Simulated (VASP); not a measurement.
ScAl:

```xyz
4
Lattice="0.0000 0.0000 3.7713 -4.3268 0.0000 0.0000 2.1634 -5.2502 0.0000" Properties=species:S:1:pos:R:3 pbc="T T T"
Sc   -2.1634   -3.8293    0.9428
Sc    0.0000   -1.4209    2.8285
Al   -2.1634   -0.8873    0.9428
Al    0.0000   -4.3629    2.8285
```

Base run:

```yaml
Program: VASP 6.6.1
Functional: r2SCAN
Potentials_or_basis: VASP PAW PBE potentials, release 64 (Sc_sv, Al)
Cutoff: 520 eV
k_mesh: 10 × 8 × 8
Occupations: gaussian, width 0.05 eV
Spin: no spin polarisation
```

Its results: band gap on the k mesh zero (bands 14 and 15 overlap by 1.21 eV); pressure -0.4 GPa; largest force 0.050 eV/Å.

The run is repeated on the same cell with these changes: functional from r2SCAN to PBEsol; further incar settings from ALGO = Normal; EDIFF = 1e-07; NBANDS = 22 to ALGO = Fast; EDIFF = 1e-06; NBANDS = 22. What comes out?

Band gap on the k mesh zero (bands 14 and 15 overlap by 1.09 eV); pressure -2.0 GPa; largest force 0.069 eV/Å.

Caveats: the PAW data sets were made with another functional, which shifts forces and pressure a little.
